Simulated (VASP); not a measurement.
# H2C7 in VASP: notebook

The runs below take H2C7 through single point, with PBE.

Everything below comes from runs of VASP 6.6.1. Logs are shortened: lines on timing, memory, paths and dates and some standing lists are left out, and cuts for length are marked.

## Step 1: The cell of the first run

The cell holds a slab with vacuum, 36 atoms: a = 5.051 Å, b = 5.051 Å, c = 18.860 Å, α = 90.00°, β = 90.00°, γ = 90.00°.

## Step 2: Single point, PBE

Input file INCAR:

```
SYSTEM = H2C7
PREC = Accurate
ENCUT = 520
EDIFF = 1E-7
ISMEAR = 0
SIGMA = 0.05
LREAL = Auto
LASPH = .True.
NELM = 100
ALGO = Normal
ISIF = 2
LWAVE = .False.
LCHARG = .False.
LDIPOL = .True.
IDIPOL = 3
DIPOL = 0.5 0.5 0.347
GGA = PE
NBANDS = 84
```

Input file KPOINTS:

```
Automatic mesh
0
Gamma
  5 5 1
  0 0 0
```

Input file POSCAR:

```
H2C7
1.0
    5.0508284795      0.0000000000      0.0000000000
    0.0000000000      5.0508284795      0.0000000000
    0.0000000000      0.0000000000     18.8596184069
C H
28 8
Direct
    0.5000000000      0.5000000000      0.2466861049
    0.5000000000      0.0000000000      0.2466861049
    0.0000000000      0.5000000000      0.2466861049
    0.0000000000      0.0000000000      0.2466861049
    0.7500000000      0.5000000000      0.2940289910
    0.7500000000      0.0000000000      0.2940289910
    0.2500000000      0.5000000000      0.2940289910
    0.2500000000      0.0000000000      0.2940289910
    0.7500000000      0.7500000000      0.3413718772
    0.7500000000      0.2500000000      0.3413718772
    0.2500000000      0.7500000000      0.3413718772
    0.2500000000      0.2500000000      0.3413718772
   -0.0014838728      0.7500000000      0.3921474591
    0.0003640072      0.2500000000      0.3928916531
    0.4999703359      0.7500000000      0.3842595497
    0.5009048498      0.2500000000      0.3854512526
   -0.0008677565     -0.0040955780      0.4427694916
   -0.0008677565      0.5040955780      0.4427694916
    0.4997318816     -0.0084346010      0.4293710787
    0.4997318816      0.5084346010      0.4293710787
    0.2662425078     -0.0080405042      0.4855089368
    0.2662425078      0.5080405042      0.4855089368
    0.7318017212     -0.0024070273      0.4857336309
    0.7318017212      0.5024070273      0.4857336309
    0.3658272074      0.2500000000      0.5064511484
    0.3596533276      0.7500000000      0.5366744534
    0.6349132390      0.2500000000      0.5194960732
    0.6337667508      0.7500000000      0.5225886034
    0.5000000000      0.6422973790      0.2067119476
    0.5000000000      0.3577026210      0.2067119476
    0.5000000000      0.1422973790      0.2067119476
    0.5000000000     -0.1422973790      0.2067119476
    0.0000000000      0.3577812996      0.2066501452
    0.0000000000      0.6422187004      0.2066501452
    0.0000000000     -0.1422187004      0.2066501452
    0.0000000000      0.1422187004      0.2066501452
```

Potentials or basis: VASP PAW PBE potentials, release 64 (C, H).

On the command line:

```console
$ cat potpaw_PBE.64/C/POTCAR potpaw_PBE.64/H/POTCAR > POTCAR
$ mpirun -np 1 vasp_std > vasp.out
```

OUTCAR:

```text
SYSTEM = H2C7
   PREC = Accurate
   ENCUT = 520
   EDIFF = 1E-7
   ISMEAR = 0
   LREAL = Auto
   LASPH = .True.
   NELM = 100
   ISIF = 2
   GGA = PE

 ion  position               nearest neighbor table
   1  0.500  0.500  0.247-  29 1.04  30 1.04   5 1.55   7 1.55
   2  0.500  0.000  0.247-  31 1.04  32 1.04   6 1.55   8 1.55
   3  0.000  0.500  0.247-  33 1.04  34 1.04   5 1.55   7 1.55
   4  0.000  0.000  0.247-  35 1.04  36 1.04   6 1.55   8 1.55
   5  0.750  0.500  0.294-   1 1.55   3 1.55   9 1.55  10 1.55
   6  0.750  0.000  0.294-   2 1.55   4 1.55   9 1.55  10 1.55
[... 10 lines left out ...]
  17  0.999  0.996  0.443-  13 1.57  21 1.57  23 1.57  14 1.59
  18  0.999  0.504  0.443-  13 1.57  22 1.57  24 1.57  14 1.59
  19  0.500  0.992  0.429-  15 1.49  16 1.55  23 1.58  21 1.58  25 2.07
  20  0.500  0.508  0.429-  15 1.49  16 1.55  24 1.58  22 1.58  25 2.07
  21  0.266  0.992  0.486-  25 1.45  17 1.57  19 1.58  26 1.63
  22  0.266  0.508  0.486-  25 1.45  18 1.57  20 1.58  26 1.63
  23  0.732  0.998  0.486-  27 1.51  28 1.51  17 1.57  19 1.58
  24  0.732  0.502  0.486-  27 1.51  28 1.51  18 1.57  20 1.58
  25  0.366  0.250  0.506-  27 1.38  22 1.45  21 1.45  20 2.07  19 2.07
  26  0.360  0.750  0.537-  28 1.41  22 1.63  21 1.63
  27  0.635  0.250  0.519-  25 1.38  24 1.51  23 1.51
  28  0.634  0.750  0.523-  26 1.41  24 1.51  23 1.51
  29  0.500  0.642  0.207-   1 1.04
  30  0.500  0.358  0.207-   1 1.04
  31  0.500  0.142  0.207-   2 1.04
  32  0.500  0.858  0.207-   2 1.04
  33  0.000  0.358  0.207-   3 1.04
  34  0.000  0.642  0.207-   3 1.04
  35  0.000  0.858  0.207-   4 1.04
  36  0.000  0.142  0.207-   4 1.04

  LATTYP: Found a simple tetragonal cell.
 ALAT       =     5.0508284795
 C/A-ratio  =     3.7339653254

  Lattice vectors:

 A1 = (   5.0508284795,   0.0000000000,   0.0000000000)
 A2 = (   0.0000000000,   5.0508284795,   0.0000000000)
 A3 = (   0.0000000000,   0.0000000000,  18.8596184069)

Analysis of symmetry for initial positions (statically):
=====================================================================
 Subroutine PRICEL returns:
 Original cell was already a primitive cell.

 Routine SETGRP: Setting up the symmetry group for a
 simple tetragonal supercell.

 Subroutine GETGRP returns: Found  2 space group operations
 (whereof  1 operations were pure point group operations)
 out of a pool of 16 trial point group operations.

The static configuration has the point symmetry C_1 .
 The point group associated with its full space group is C_1h.

Analysis of symmetry for dynamics (positions and initial velocities):
=====================================================================
 Subroutine PRICEL returns:
 Original cell was already a primitive cell.

 Routine SETGRP: Setting up the symmetry group for a
 simple tetragonal supercell.

 Subroutine GETGRP returns: Found  2 space group operations
 (whereof  1 operations were pure point group operations)
 out of a pool of 16 trial point group operations.

The dynamic configuration has the point symmetry C_1 .
 The point group associated with its full space group is C_1h.

 Subroutine INISYM returns: Found  2 space group operations
 (whereof  1 operations are pure point group operations),
 and found     1 'primitive' translations

----------------------------------------------------------------------------------------

                                     Primitive cell

  volume of cell :     481.1252

  direct lattice vectors                    reciprocal lattice vectors
     5.050828479  0.000000000  0.000000000     0.197987321  0.000000000  0.000000000
     0.000000000  5.050828479  0.000000000     0.000000000  0.197987321  0.000000000
     0.000000000  0.000000000 18.859618407     0.000000000  0.000000000  0.053023342

  length of vectors
     5.050828479  5.050828479 18.859618407     0.197987321  0.197987321  0.053023342

  position of ions in fractional coordinates (direct lattice)
     0.500000000  0.500000000  0.246686105
     0.500000000  0.000000000  0.246686105
     0.000000000  0.500000000  0.246686105
     0.000000000  0.000000000  0.246686105
     0.750000000  0.500000000  0.294028991
     0.750000000  0.000000000  0.294028991
[... 28 lines left out ...]
     0.000000000  0.857781300  0.206650145
     0.000000000  0.142218700  0.206650145

  ion indices of the primitive-cell ions
   primitive index   ion index
                 1           1
                 2           2
                 3           3
                 4           4
                 5           5
                 6           6
[... 28 lines left out ...]
                35          35
                36          36

----------------------------------------------------------------------------------------

 KPOINTS: Automatic mesh

Automatic generation of k-mesh.
 Grid dimensions read from file:
 generate k-points for:    5    5    1

 Generating k-lattice:

  Cartesian coordinates                     Fractional coordinates (reciprocal lattice)
     0.039597464  0.000000000  0.000000000     0.200000000  0.000000000  0.000000000
     0.000000000  0.039597464  0.000000000     0.000000000  0.200000000  0.000000000
     0.000000000  0.000000000  0.053023342     0.000000000  0.000000000  1.000000000

  Length of vectors
     0.039597464  0.039597464  0.053023342

  Shift w.r.t. Gamma in fractional coordinates (k-lattice)
     0.000000000  0.000000000  0.000000000

 Subroutine IBZKPT returns following result:
 ===========================================

 Found      9 irreducible k-points:

 Following reciprocal coordinates:
            Coordinates               Weight
  0.000000  0.000000  0.000000      1.000000
  0.200000  0.000000  0.000000      2.000000
  0.000000  0.200000  0.000000      2.000000
  0.400000  0.000000  0.000000      2.000000
  0.000000  0.400000  0.000000      2.000000
  0.200000  0.200000  0.000000      4.000000
  0.400000  0.200000  0.000000      4.000000
 -0.200000  0.400000  0.000000      4.000000
  0.400000  0.400000  0.000000      4.000000
   k-points           NKPTS =      9   k-points in BZ     NKDIM =      9   number of bands    NBANDS=     84
   number of dos      NEDOS =    301   number of ions     NIONS =     36
   total plane-waves  NPLWV = 224000
   dimension x,y,z NGX =    40 NGY =   40 NGZ =  140
   dimension x,y,z NGXF=    80 NGYF=   80 NGZF=  280
   ions per type =              28   8
   NGX,Y,Z   is equivalent  to a cutoff of  13.17, 13.17, 12.34 a.u.
   NGXF,Y,Z  is equivalent  to a cutoff of  26.33, 26.33, 24.68 a.u.
 SYSTEM =  H2C7
   PREC   = accura    normal or accurate (medium, high low for compatibility)
   ISTART =      0    job   : 0-new  1-cont  2-samecut
   ICHARG =      2    charge: 1-file 2-atom 10-const
   ISPIN  =      1    spin polarized calculation?
   LNONCOLLINEAR =      F non collinear calculations
   LSORBIT =      F    spin-orbit coupling
   LASPH  =      T    aspherical Exc in radial PAW
   ENCUT  =  520.0 eV  38.22 Ry    6.18 a.u.   9.39  9.39 35.07*2*pi/ulx,y,z
   NELM   =    100;   NELMIN=  2; NELMDL= -5     # of ELM steps
   EDIFF  = 0.1E-06   stopping-criterion for ELM
   LREAL  =      T    real-space projection
   EDIFFG = 0.1E-05   stopping-criterion for IOM
   NSW    =      0    number of steps for IOM
   IBRION =     -1    ionic relax: 0-MD 1-quasi-New 2-CG
   NFREE  =      0    steps in history (QN), initial steepest desc. (CG)
   ISIF   =      2    stress and relaxation
   ISYM   =      2    0-nonsym 1-usesym 2-fastsym
   POTIM  = 0.5000    time-step for ionic-motion
   TEBEG  =    0.0;   TEEND  =   0.0 temperature during run
   PSTRESS=    0.0 pullay stress
   NELECT =     120.0000    total number of electrons
   NUPDOWN=      -1.0000    fix difference up-down
   EMIN   =  10.00;   EMAX   =-10.00  energy-range for DOS
   EFERMI =   0.00;   METHOD = LEGACY
   ISMEAR =     0;   SIGMA  =   0.05  broadening in eV -4-tet -1-fermi 0-gaus
   EFERMI_NEDOS =   21; number of points for ismear=-14 and -15
   IALGO  =     38    algorithm
   IMIX   =      4    mixing-type and parameters
     AMIX     =   0.40;   BMIX     =  1.00
     AMIX_MAG =   1.60;   BMIX_MAG =  1.00
  volume/ion in A,a.u.               =      13.36        90.19
  Fermi-wavevector in a.u.,A,eV,Ry     =   1.030503  1.947368 14.448518  1.061936
  Thomas-Fermi vector in A             =   2.164604
   LORBIT       =      0    0 simple, 1 ext, 2 COOP (PROOUT), +10 PAW based schemes
   GGA     = PE    functional components
   LHFCALC =     F    Hartree Fock is set to
   AEXX    =    0.0000 exact exchange contribution
   IVDW    =     0    specifies the selected vdW correction
   LEPSILON=     F    determine dielectric tensor
   LRPA    =     F    only Hartree local field effects (RPA)
 non-spin polarized calculation
 Gauss-broadening in eV      SIGMA  =   0.05
  energy-cutoff  :      520.00
  volume of cell :      481.13
 maximum number of plane-waves:     12993
 NGX is ok and might be reduce to    40
   NGX = 19   NGY = 19   NGZ = 71

 dipolmoment           0.000000      0.000000     -0.000234 electrons x Angstroem

 number of electron     120.0000005 magnetization

 dipolmoment           0.000000      0.000000      0.560827 electrons x Angstroem

 Free energy of the ion-electron system (eV)
  ---------------------------------------------------
  ext. energy  EPLUGINS =         0.00000000
  ---------------------------------------------------
  free energy    TOTEN  =      -266.56572461 eV

  energy without entropy =     -266.56572461  energy(sigma->0) =     -266.56572461

 E-fermi :   1.1974     XC(G=0):  -5.7111

 val. band max:        0.9624211738   @ k =   0.0000   0.2000   0.0000
 cond. band min:       2.0354998944   @ k =   0.4000   0.0000   0.0000
 fundamental gap:      1.0730787205
 Fermi energy:         1.1973982971

 k-point     1 :       0.0000    0.0000    0.0000
  band No.  band energies     occupation
      1     -20.3442      2.00000
      2     -18.8741      2.00000
      3     -16.5734      2.00000
      4     -15.9882      2.00000
      5     -15.9387      2.00000
      6     -15.7058      2.00000
[... 64 lines left out ...]
     71       6.2298      0.00000
     72       6.2490      0.00000

 k-point     2 :       0.2000    0.0000    0.0000
  band No.  band energies     occupation
      1     -20.1962      2.00000
      2     -18.7565      2.00000
      3     -17.1516      2.00000
      4     -16.5044      2.00000
      5     -15.8484      2.00000
      6     -15.7861      2.00000
[... 517 lines left out ...]
 k-point     9 :       0.4000    0.4000    0.0000
  band No.  band energies     occupation
      1     -19.1292      2.00000
      2     -18.2422      2.00000
      3     -17.8232      2.00000
      4     -17.3645      2.00000
      5     -16.9524      2.00000
      6     -16.4945      2.00000
[... 64 lines left out ...]
     71       6.5254      0.00000
     72       6.7060      0.00000
 [bands above 72 left out]

------------------------ aborting loop because EDIFF is reached ----------------------------------------

 vacuum level on the upper side and lower side of the slab       (xc-potential included)         1.796        -2.050

  FORCE on cell =-STRESS in cart. coord.  units (eV):
  Direction    XX          YY          ZZ          XY          YZ          ZX
  --------------------------------------------------------------------------------------
  -------------------------------------------------------------------------------------
  Total       -3.9058880     70.2013342     -5.9728556      0.0000000      0.0000000     -0.0197884
  in kB      -13.0068527    233.7748604    -19.8899850      0.0000000      0.0000000     -0.0658967
  external PRESSURE =      66.9593409 kB  Pullay stress =       0.0000000 kB

 VOLUME and BASIS-vectors are now :
 -----------------------------------------------------------------------------
  energy-cutoff  :      520.00
  volume of cell :      481.13
      direct lattice vectors                 reciprocal lattice vectors
     5.050828479  0.000000000  0.000000000     0.197987321  0.000000000  0.000000000
     0.000000000  5.050828479  0.000000000     0.000000000  0.197987321  0.000000000
     0.000000000  0.000000000 18.859618407     0.000000000  0.000000000  0.053023342

 POSITION                                       TOTAL-FORCE (eV/Angst)
 -----------------------------------------------------------------------------------
      2.52541      2.52541      4.65241         0.002369     -0.015392      1.841419
      2.52541      0.00000      4.65241         0.002369      0.015392      1.841419
      0.00000      2.52541      4.65241        -0.002480     -0.021988      1.666325
      0.00000      0.00000      4.65241        -0.002480      0.021988      1.666325
      3.78812      2.52541      5.54527         0.639641      0.006825     -1.684045
      3.78812      0.00000      5.54527         0.639641     -0.006825     -1.684045
[... 28 lines left out ...]
      0.00000      4.33251      3.89734         0.001948     -0.027811     -0.010061
      0.00000      0.71832      3.89734        -0.000326      0.024520     -0.014535
 -----------------------------------------------------------------------------------
    total drift:                                0.019953      0.000000     -0.014752

  FREE ENERGIE OF THE ION-ELECTRON SYSTEM (eV)
  ---------------------------------------------------
  free  energy   TOTEN  =      -266.5657246069 eV

  energy  without entropy=     -266.5657246069  energy(sigma->0) =     -266.56572461

 vacuum level on the upper side and lower side of the slab         6.768         2.811
```

Wall time 9.9 min (1 thread of Intel Xeon Platinum 8488C (Sapphire Rapids), shared host); peak memory 0.63 GiB.

What came out:

```yaml
Free_energy: -266.5657 eV
Largest_force: 4.936 eV/Å
Band_gap_on_the_k_mesh: 1.07 eV (least direct gap 1.12 eV)
```

Forces in eV/Å, atoms in the order of the input:
```
C    0.002 -0.015  1.841
C    0.002  0.015  1.841
C   -0.002 -0.022  1.666
C   -0.002  0.022  1.666
C    0.640  0.007 -1.684
C    0.640 -0.007 -1.684
C   -0.636  0.009 -1.666
C   -0.636 -0.009 -1.666
C    0.775  0.000 -0.623
C    0.671  0.000 -0.030
C   -0.905  0.000 -0.518
C   -0.558  0.000  0.026
C    0.005  0.000 -0.003
C    0.003  0.000 -0.001
C   -0.007  0.000  0.003
C    0.005  0.000  0.006
C   -0.002  0.014  0.009
C   -0.002 -0.014  0.009
C    0.003  0.011 -0.017
C    0.003 -0.011 -0.017
C   -0.027 -0.031  0.006
C   -0.027  0.031  0.006
C    0.030  0.001 -0.001
C    0.030 -0.001 -0.001
C   -0.049  0.000  4.936
C   -0.048  0.000 -4.069
C    0.044  0.000  0.032
C    0.052  0.000  0.028
H    0.000  0.025 -0.010
H   -0.003 -0.025 -0.013
H   -0.003  0.025 -0.013
H    0.000 -0.025 -0.010
H    0.000 -0.025 -0.015
H    0.002  0.028 -0.010
H    0.002 -0.028 -0.010
H    0.000  0.025 -0.015
```

## Step 3: Single point, PBE

Input file INCAR:

```
SYSTEM = H2C7
  PREC = Accurate
  ENCUT = 520
  EDIFF = 1E-6
  ISMEAR = 0
  SIGMA = 0.05
  LREAL = Auto
  LASPH = .True.
  NELM = 60
  ALGO = Normal
  ISIF = 2
  LWAVE = .False.
  LCHARG = .False.
  LDIPOL = .True.
  IDIPOL = 3
  DIPOL = 0.5 0.5 0.350
  GGA = PE
  NBANDS = 84
```

Input file KPOINTS:

```
regular mesh
0
Gamma
  5 5 1
  0 0 0
```

Input file POSCAR:

```
H2C7
1.0
    5.0508284795      0.0000000000      0.0000000000
    0.0000000000      5.0508284795      0.0000000000
    0.0000000000      0.0000000000     18.8596184069
C H
28 8
Direct
    0.5000000000      0.5000000000      0.2466861049
    0.5000000000      0.0000000000      0.2466861049
    0.0000000000      0.5000000000      0.2466861049
    0.0000000000      0.0000000000      0.2466861049
    0.7500000000      0.5000000000      0.2940289910
    0.7500000000      0.0000000000      0.2940289910
    0.2500000000      0.5000000000      0.2940289910
    0.2500000000      0.0000000000      0.2940289910
    0.7500000000      0.7500000000      0.3413718772
    0.7500000000      0.2500000000      0.3413718772
    0.2500000000      0.7500000000      0.3413718772
    0.2500000000      0.2500000000      0.3413718772
    0.0018838925      0.7500000000      0.3947633111
    0.0024518658      0.2500000000      0.3950322154
    0.4990043272      0.7500000000      0.3875064838
    0.4988833581      0.2500000000      0.3882481608
    0.0025010790     -0.0017025601      0.4469427724
    0.0025010790      0.5017025601      0.4469427724
    0.4968841690     -0.0038799875      0.4342619525
    0.4968841690      0.5038799875      0.4342619525
    0.2719180271     -0.0027711789      0.4940000038
    0.2719180271      0.5027711789      0.4940000038
    0.7339811596     -0.0012502215      0.4900279279
    0.7339811596      0.5012502215      0.4900279279
    0.3657199591      0.2500000000      0.5293042088
    0.3638371529      0.7500000000      0.5440446980
    0.6400993353      0.2500000000      0.5256895944
    0.6366327503      0.7500000000      0.5267304057
    0.5000000000      0.6422973790      0.2067119476
    0.5000000000      0.3577026210      0.2067119476
    0.5000000000      0.1422973790      0.2067119476
    0.5000000000     -0.1422973790      0.2067119476
    0.0000000000      0.3577812996      0.2066501452
    0.0000000000      0.6422187004      0.2066501452
    0.0000000000     -0.1422187004      0.2066501452
    0.0000000000      0.1422187004      0.2066501452
```

Potentials or basis: VASP PAW PBE potentials, release 64 (C, H).

On the command line:

```console
$ cat potpaw_PBE.64/C/POTCAR potpaw_PBE.64/H/POTCAR > POTCAR
$ mpirun -np 1 vasp_std > vasp.out
```

It took 8.4 min on 1 thread of Intel Xeon Platinum 8488C (Sapphire Rapids), shared host; peak memory 0.63 GiB.

The run converged. Its results:

```yaml
Free_energy: -266.6930 eV
Largest_force: 4.981 eV/Å
Band_gap_on_the_k_mesh: 1.16 eV
```

Forces in eV/Å, atoms in the order of the input:
```
C   -0.010 -0.005  1.853
C   -0.010  0.005  1.853
C    0.009 -0.014  1.692
C    0.009  0.014  1.692
C    0.537  0.005 -1.288
C    0.537 -0.005 -1.288
C   -0.533  0.003 -1.347
C   -0.533 -0.003 -1.347
C    0.488  0.000  1.082
C    0.400  0.000  1.369
C   -0.505  0.000  0.913
C   -0.400  0.000  1.151
C    0.004  0.000  0.002
C    0.001  0.000 -0.003
C    0.001  0.000 -0.006
C    0.004  0.000  0.018
C   -0.010 -0.002  0.013
C   -0.010  0.002  0.013
C    0.000  0.010 -0.004
C    0.000 -0.010 -0.004
C   -0.024 -0.011 -0.009
C   -0.024  0.011 -0.009
C    0.036  0.000 -0.012
C    0.036  0.000 -0.012
C   -0.058  0.000 -1.301
C   -0.061  0.000 -4.981
C    0.055  0.000  0.032
C    0.058  0.000  0.017
H    0.002  0.028 -0.013
H    0.001 -0.028 -0.014
H    0.001  0.028 -0.014
H    0.002 -0.028 -0.013
H   -0.001 -0.024 -0.010
H   -0.001  0.026 -0.007
H   -0.001 -0.026 -0.007
H   -0.001  0.024 -0.010
```

Levels at points of the mesh, in eV from the valence-band top:
```
           k point  band 56  band 57  band 58  band 59  band 60  band 61  band 62  band 63  band 64  band 65
(0.00, 0.00, 0.00)    -1.44    -1.24    -0.60    -0.50     0.00     1.16     1.38     2.23     3.23     4.11
```
